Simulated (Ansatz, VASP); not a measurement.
This is a calculation of Sn for VASP 6.6.1.

INCAR

```
SYSTEM = Sn
PREC = Accurate ; ENCUT = 520
EDIFF = 1E-7 ; ISMEAR = -1
SIGMA = 0.05 ; LREAL = .False.
LASPH = .True. ; NELM = 100
ALGO = Fast ; ISIF = 2
LWAVE = .False. ; LCHARG = .False.
GGA = CA ; NBANDS = 21
```

File KPOINTS:

```
Automatic mesh
0
Gamma
  7 7 7
  0 0 0
```

File POSCAR:

```
Sn
1.0
    0.0000000000      3.1673376916      3.1673376916
    3.1673376916      0.0000000000      3.1673376916
    3.1673376916      3.1673376916      0.0000000000
Sn
2
Direct
    0.7500000000      0.7500000000      0.7500000000
    0.5000000000      0.5000000000      0.5000000000
```

Potentials or basis: VASP PAW LDA potentials, release 64 (Sn_d).

The run is started by

```sh
$ cat potpaw_LDA.64/Sn_d/POTCAR > POTCAR
$ mpirun -np 1 vasp_std > vasp.out
```

**Question.** Translate it to Ansatz 0.2.0. Potentials there: all-electron LAPW, scalar-relativistic.

**Answer.** As run (the cutoff follows the program's own potentials):

The input input.yaml:

```yaml
crystal:
  lattice:
    - [0.0, 3.1673376916, 3.1673376916]
    - [3.1673376916, 0.0, 3.1673376916]
    - [3.1673376916, 3.1673376916, 0.0]
  atoms:
    - { symbol: Sn, position: [0.75, 0.75, 0.75] }
    - { symbol: Sn, position: [0.5, 0.5, 0.5] }
kpoints:
  mp_grid: { grid: [7, 7, 7] }
scf:
  occupations: { method: fermi_dirac, width: 0.05 }
hamiltonian:
  xc: lda
  pseudopotentials: { kind: all_electron, lapw: { basis_error: 0.001 } }
output:
  forces: true
  stress: true
  eigenvalues: true
```

Potentials or basis: all-electron LAPW, scalar-relativistic.

Launch:

```bash
$ ansatz run input.yaml --threads 1 --pin off --max-ram 3072MiB --backend cpu --events-out ev --progress --plain --runs-dir out
```

Both were run:

|  | VASP | Ansatz | Ansatz less VASP |
| --- | --- | --- | --- |
| gap on the k mesh at the Fermi level (eV) | none | none | - |
| pressure (GPa) | 3.5 | 3.5 | -0.04 |

LDA's correlation is that of Perdew and Zunger in VASP and of Perdew and Wang (1992) in Ansatz. A gap of «none» marks a metal or a gap that the smearing closes. Ansatz ran all-electron here, and VASP with PAW potentials.
